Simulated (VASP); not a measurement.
Wanted: the native input for a VASP 6.6.1 run.

* Task: single point
* Functional: PBE
* Potentials or basis: VASP PAW PBE potentials, release 64 (Ti_sv, O)
* Cutoff: 520 eV
* k mesh: 6 × 6 × 10
* Occupations: gaussian, width 0.05 eV
* Spin: no spin polarisation
* Dipole correction: no
* Further INCAR settings: ALGO = Normal; EDIFF = 1e-06; NBANDS = 33

The structure of TiO2 lies in POSCAR:

```
TiO2
1.0
    4.7517000000      0.0000000000      0.0000000000
    0.0000000000      4.7517000000      0.0000000000
    0.0000000000      0.0000000000      3.2010000000
Ti O
2 4
Direct
    0.0000000000      0.0000000000      0.0000000000
    0.5000000000      0.5000000000      0.5000000000
    0.3050970583      0.3050970583      0.0000000000
    0.1949029417      0.8050970583      0.5000000000
    0.6949029417      0.6949029417      0.0000000000
    0.8050970583      0.1949029417      0.5000000000
```

One way to write it, as run:

INCAR

```
SYSTEM = TiO2
PREC = Accurate
ENCUT = 520
EDIFF = 1E-6
ISMEAR = 0
SIGMA = 0.05
LREAL = .False.
LASPH = .True.
NELM = 100
ALGO = Normal
ISIF = 2
LWAVE = .False.
LCHARG = .False.
GGA = PE
NBANDS = 33
```

KPOINTS

```
regular mesh
0
Gamma
  6 6 10
  0 0 0
```

Potentials or basis: VASP PAW PBE potentials, release 64 (Ti_sv, O).

The run is started by

```console
$ cat potpaw_PBE.64/Ti_sv/POTCAR potpaw_PBE.64/O/POTCAR > POTCAR
$ mpirun -np 1 vasp_std > vasp.out
```

It gave:

* Pressure: -22.2 GPa
* Largest force: 0.263 eV/Å
* Band gap on the k mesh: 1.46 eV

Caveat: the cell stands under tension.

It took 64 s on 1 thread of Intel(R) Xeon(R) 6975P-C (Granite Rapids) (shared host), peak memory 0.24 GiB.
